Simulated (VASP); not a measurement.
# CuI (F-43m) in VASP: single point with r2SCAN

Aim: the single point of CuI with r2SCAN.

Everything below comes from runs of VASP 6.6.1. Logs are shortened: lines on timing, memory, paths and dates and some standing lists are left out, and cuts for length are marked.

## (1) The cell of the first run

It takes space group F-43m (No. 216, cubic). The conventional cell has a = 6.050 Å, b = 6.050 Å, c = 6.050 Å, α = 90.00°, β = 90.00°, γ = 90.00°. Within 3.5 Å of Cu (site symmetry -43m) lie 4 I at 2.62 Å. I (site symmetry -43m) has 4 Cu at 2.62 Å within 3.5 Å.

## (2) Single point, r2SCAN

Contents of POSCAR:

```
CuI
1.0
    0.0000000000      3.0250000000      3.0250000000
    3.0250000000      0.0000000000      3.0250000000
    3.0250000000      3.0250000000      0.0000000000
Cu I
1 1
Direct
    0.0000000000      0.0000000000      0.0000000000
    0.2500000000      0.2500000000      0.2500000000
```

Contents of INCAR.step1:

```
SYSTEM = CuI
ALGO = Normal
EDIFF = 1E-4
ENCUT = 520
GGA = PE
ISMEAR = -1
LASPH = .True.
LCHARG = .False.
LREAL = .False.
LWAVE = .True.
NBANDS = 16
NELM = 100
PREC = Accurate
SIGMA = 0.1
```

Contents of INCAR.step2:

```
SYSTEM = CuI
ALGO = Normal
EDIFF = 1E-6
ENCUT = 520
ISIF = 2
ISMEAR = -1
ISTART = 1
LASPH = .True.
LCHARG = .False.
LMIXTAU = .True.
LREAL = .False.
LWAVE = .False.
METAGGA = R2SCAN
NBANDS = 16
NELM = 100
PREC = Accurate
SIGMA = 0.1
```

Contents of KPOINTS:

```
k-points
0
Gamma
  3 3 3
  0 0 0
```

Potentials or basis: VASP PAW PBE potentials, release 64 (Cu, I).

The run is started by

```sh
$ cat potpaw_PBE.64/Cu/POTCAR potpaw_PBE.64/I/POTCAR > POTCAR
$ cp INCAR.step1 INCAR
$ mpirun -np 1 vasp_std > vasp.out
$ cp INCAR.step2 INCAR
$ mpirun -np 1 vasp_std > vasp.out
```

OUTCAR:

```text
SYSTEM = CuI
   EDIFF = 1E-6
   ENCUT = 520
   ISIF = 2
   ISMEAR = -1
   ISTART = 1
   LASPH = .True.
   LREAL = .False.
   METAGGA = R2SCAN
   NELM = 100
   PREC = Accurate

 ion  position               nearest neighbor table
   1  0.000  0.000  0.000-   2 2.62   2 2.62   2 2.62   2 2.62
   2  0.250  0.250  0.250-   1 2.62   1 2.62   1 2.62   1 2.62

  LATTYP: Found a face centered cubic cell.
 ALAT       =     6.0500000000

  Lattice vectors:

 A1 = (   0.0000000000,   3.0250000000,   3.0250000000)
 A2 = (   3.0250000000,   0.0000000000,   3.0250000000)
 A3 = (   3.0250000000,   3.0250000000,   0.0000000000)

Analysis of symmetry for initial positions (statically):
=====================================================================
 Subroutine PRICEL returns:
 Original cell was already a primitive cell.

 Routine SETGRP: Setting up the symmetry group for a
 face centered cubic supercell.

 Subroutine GETGRP returns: Found 24 space group operations
 (whereof 24 operations were pure point group operations)
 out of a pool of 48 trial point group operations.

The static configuration has the point symmetry T_d .

Analysis of symmetry for dynamics (positions and initial velocities):
=====================================================================
 Subroutine PRICEL returns:
 Original cell was already a primitive cell.

 Routine SETGRP: Setting up the symmetry group for a
 face centered cubic supercell.

 Subroutine GETGRP returns: Found 24 space group operations
 (whereof 24 operations were pure point group operations)
 out of a pool of 48 trial point group operations.

The dynamic configuration has the point symmetry T_d .

 Subroutine INISYM returns: Found 24 space group operations
 (whereof 24 operations are pure point group operations),
 and found     1 'primitive' translations

----------------------------------------------------------------------------------------

                                     Primitive cell

  volume of cell :      55.3613

  direct lattice vectors                    reciprocal lattice vectors
     0.000000000  3.025000000  3.025000000    -0.165289256  0.165289256  0.165289256
     3.025000000  0.000000000  3.025000000     0.165289256 -0.165289256  0.165289256
     3.025000000  3.025000000  0.000000000     0.165289256  0.165289256 -0.165289256

  length of vectors
     4.277996026  4.277996026  4.277996026     0.286289390  0.286289390  0.286289390

  position of ions in fractional coordinates (direct lattice)
     0.000000000  0.000000000  0.000000000
     0.250000000  0.250000000  0.250000000

  ion indices of the primitive-cell ions
   primitive index   ion index
                 1           1
                 2           2

----------------------------------------------------------------------------------------

 KPOINTS: k-points

Automatic generation of k-mesh.
 Grid dimensions read from file:
 generate k-points for:    3    3    3

 Generating k-lattice:

  Cartesian coordinates                     Fractional coordinates (reciprocal lattice)
    -0.055096419  0.055096419  0.055096419     0.333333333  0.000000000  0.000000000
     0.055096419 -0.055096419  0.055096419     0.000000000  0.333333333  0.000000000
     0.055096419  0.055096419 -0.055096419     0.000000000  0.000000000  0.333333333

  Length of vectors
     0.095429797  0.095429797  0.095429797

  Shift w.r.t. Gamma in fractional coordinates (k-lattice)
     0.000000000  0.000000000  0.000000000

 Subroutine IBZKPT returns following result:
 ===========================================

 Found      4 irreducible k-points:

 Following reciprocal coordinates:
            Coordinates               Weight
  0.000000  0.000000  0.000000      1.000000
  0.333333  0.000000  0.000000      8.000000
  0.333333  0.333333  0.000000      6.000000
 -0.333333  0.333333  0.000000     12.000000
   k-points           NKPTS =      4   k-points in BZ     NKDIM =      4   number of bands    NBANDS=     16
   number of dos      NEDOS =    301   number of ions     NIONS =      2
   total plane-waves  NPLWV =  32768
   dimension x,y,z NGX =    32 NGY =   32 NGZ =   32
   dimension x,y,z NGXF=    64 NGYF=   64 NGZF=   64
   ions per type =               1   1
   NGX,Y,Z   is equivalent  to a cutoff of  12.44, 12.44, 12.44 a.u.
   NGXF,Y,Z  is equivalent  to a cutoff of  24.87, 24.87, 24.87 a.u.
 SYSTEM =  CuI
   PREC   = accura    normal or accurate (medium, high low for compatibility)
   ISTART =      1    job   : 0-new  1-cont  2-samecut
   ICHARG =      0    charge: 1-file 2-atom 10-const
   ISPIN  =      1    spin polarized calculation?
   LNONCOLLINEAR =      F non collinear calculations
   LSORBIT =      F    spin-orbit coupling
   LASPH  =      T    aspherical Exc in radial PAW
   ENCUT  =  520.0 eV  38.22 Ry    6.18 a.u.   7.95  7.95  7.95*2*pi/ulx,y,z
   NELM   =    100;   NELMIN=  2; NELMDL=  0     # of ELM steps
   EDIFF  = 0.1E-05   stopping-criterion for ELM
   LREAL  =      F    real-space projection
   EDIFFG = 0.1E-04   stopping-criterion for IOM
   NSW    =      0    number of steps for IOM
   IBRION =     -1    ionic relax: 0-MD 1-quasi-New 2-CG
   NFREE  =      0    steps in history (QN), initial steepest desc. (CG)
   ISIF   =      2    stress and relaxation
   ISYM   =      2    0-nonsym 1-usesym 2-fastsym
   POTIM  = 0.5000    time-step for ionic-motion
   TEBEG  =    0.0;   TEEND  =   0.0 temperature during run
   PSTRESS=    0.0 pullay stress
   NELECT =      18.0000    total number of electrons
   NUPDOWN=      -1.0000    fix difference up-down
   EMIN   =  10.00;   EMAX   =-10.00  energy-range for DOS
   EFERMI =   0.00;   METHOD = LEGACY
   ISMEAR =    -1;   SIGMA  =   0.10  broadening in eV -4-tet -1-fermi 0-gaus
   EFERMI_NEDOS =   21; number of points for ismear=-14 and -15
   IALGO  =     38    algorithm
   IMIX   =      4    mixing-type and parameters
     AMIX     =   0.40;   BMIX     =  1.00
     AMIX_MAG =   1.60;   BMIX_MAG =  1.00
  volume/ion in A,a.u.               =      27.68       186.80
  Fermi-wavevector in a.u.,A,eV,Ry     =   1.125720  2.127302 17.241915  1.267245
  Thomas-Fermi vector in A             =   2.262398
   LORBIT       =      0    0 simple, 1 ext, 2 COOP (PROOUT), +10 PAW based schemes
   METAGGA = R2SCAN    functional components
   LHFCALC =     F    Hartree Fock is set to
   AEXX    =    0.0000 exact exchange contribution
   IVDW    =     0    specifies the selected vdW correction
   LEPSILON=     F    determine dielectric tensor
   LRPA    =     F    only Hartree local field effects (RPA)
 non-spin polarized calculation
  energy-cutoff  :      520.00
  volume of cell :       55.36
 maximum number of plane-waves:      1484
   NGX = 15   NGY = 15   NGZ = 15

 number of electron      18.0000016 magnetization

 Free energy of the ion-electron system (eV)
  ---------------------------------------------------
  ext. energy  EPLUGINS =         0.00000000
  ---------------------------------------------------
  free energy    TOTEN  =       -35.64992897 eV

  energy without entropy =      -35.64986105  energy(sigma->0) =      -35.64989501

 E-fermi :   5.2267     XC(G=0):  -9.4606

 val. band max:        4.3541169518   @ k =   0.0000   0.0000   0.0000
 cond. band min:       5.9874210158   @ k =   0.0000   0.0000   0.0000
 fundamental gap:      1.6333040639
 Fermi energy:         5.2267351639

 k-point     1 :       0.0000    0.0000    0.0000
  band No.  band energies     occupation
      1     -10.1693      2.00000
      2       0.5320      2.00000
      3       0.5321      2.00000
      4       0.5321      2.00000
      5       2.4768      2.00000
      6       2.4768      2.00000
[... 8 lines left out ...]
     15      14.3601      0.00000
     16      14.3601      0.00000

 k-point     2 :       0.3333    0.0000    0.0000
  band No.  band energies     occupation
      1      -9.7400      2.00000
      2      -0.9784      2.00000
      3       0.5527      2.00000
      4       0.5528      2.00000
      5       2.4781      2.00000
      6       2.4782      2.00000
[... 8 lines left out ...]
     15      14.0228      0.00000
     16      14.0228      0.00000

 k-point     3 :       0.3333    0.3333    0.0000
  band No.  band energies     occupation
      1      -9.5950      2.00000
      2      -0.9936      2.00000
      3       0.4359      2.00000
      4       0.4360      2.00000
      5       2.3507      2.00000
      6       2.5456      2.00000
[... 8 lines left out ...]
     15      15.4396      0.00000
     16      18.1500      0.00000

 k-point     4 :      -0.3333    0.3333    0.0000
  band No.  band energies     occupation
      1      -9.4233      2.00000
      2      -0.9708      2.00000
      3      -0.4316      2.00000
      4       0.5108      2.00000
      5       2.3427      2.00000
      6       2.4728      2.00000
[... 8 lines left out ...]
     15      14.1139      0.00000
     16      18.2036      0.00000

------------------------ aborting loop because EDIFF is reached ----------------------------------------

  FORCE on cell =-STRESS in cart. coord.  units (eV):
  Direction    XX          YY          ZZ          XY          YZ          ZX
  --------------------------------------------------------------------------------------
  -------------------------------------------------------------------------------------
  Total        0.1342024      0.1342024      0.1342024      0.0000000      0.0000000     -0.0000000
  in kB        3.8838709      3.8838709      3.8838709      0.0000000      0.0000000     -0.0000000
  external PRESSURE =       3.8838709 kB  Pullay stress =       0.0000000 kB

 VOLUME and BASIS-vectors are now :
 -----------------------------------------------------------------------------
  energy-cutoff  :      520.00
  volume of cell :       55.36
      direct lattice vectors                 reciprocal lattice vectors
     0.000000000  3.025000000  3.025000000    -0.165289256  0.165289256  0.165289256
     3.025000000  0.000000000  3.025000000     0.165289256 -0.165289256  0.165289256
     3.025000000  3.025000000  0.000000000     0.165289256  0.165289256 -0.165289256

 POSITION                                       TOTAL-FORCE (eV/Angst)
 -----------------------------------------------------------------------------------
      0.00000      0.00000      0.00000        -0.000000     -0.000000     -0.000000
      1.51250      1.51250      1.51250         0.000000      0.000000      0.000000
 -----------------------------------------------------------------------------------
    total drift:                                0.000007      0.000007      0.000007

  FREE ENERGIE OF THE ION-ELECTRON SYSTEM (eV)
  ---------------------------------------------------
  free  energy   TOTEN  =       -35.6499289696 eV

  energy  without entropy=      -35.6498610535  energy(sigma->0) =      -35.64989501
```

Run time: 57 s. Hardware: 1 thread of Intel Xeon 8259CL, shared host; peak memory 0.18 GiB.

Results:

| Item | Value |
| --- | --- |
| Free energy | -35.6499 eV |
| Pressure | 0.4 GPa |
| Band gap on the k mesh | 1.63 eV, direct |

Caveat: the k points lie up to 0.60 Å⁻¹ apart; the PAW data sets were made with another functional, which shifts forces and pressure a little; spin-orbit coupling is left out, which moves the levels of the heavy elements. r2SCAN opens gaps a little over a GGA but as a rule still falls short of measured ones.
